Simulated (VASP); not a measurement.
A run of VASP 6.6.1 is set up as follows.

The input INCAR:

```
PREC     = Accurate       # precision mode
ENCUT    = 520            # plane-wave cutoff, eV
EDIFF    = 1E-6           # SCF threshold, eV
ISMEAR   = -1             # smearing method
SIGMA    = 0.05           # smearing width, eV
LREAL    = F              # projectors in reciprocal space
LASPH    = T              # aspherical terms in the spheres
NELM     = 150            # most SCF steps
ALGO     = Normal         # electronic algorithm
ISIF     = 2              # what is computed and relaxed
LWAVE    = F              # write WAVECAR
LCHARG   = F              # write CHGCAR
MAGMOM   = 0 0 0 0 0 0    # initial moments
LORBIT   = 11             # projections on sites
LSORBIT  = T              # spin-orbit coupling
GGA_COMPAT= F            
LORBMOM  = T            
GGA      = PE             # functional
NBANDS   = 40             # bands
```

Contents of KPOINTS:

```
Automatic mesh
0
Gamma
  6 6 6
```

POSCAR

```
Ge
1.0
    0.0000000000      2.8289100000      2.8289100000
    2.8289100000      0.0000000000      2.8289100000
    2.8289100000      2.8289100000      0.0000000000
Ge
2
Direct
    0.7500000000      0.7500000000      0.7500000000
    0.5000000000      0.5000000000      0.5000000000
```

Potentials or basis: VASP PAW PBE potentials, release 64 (Ge_d).

Run with:

```bash
$ cat potpaw_PBE.64/Ge_d/POTCAR > POTCAR
$ mpirun -np 1 vasp_ncl > vasp.out
```

(1) Predict the net moment.

(2) What does it give for the pressure?

Results:

(1) 0.00 μB per cell.

(2) 3.7 GPa.
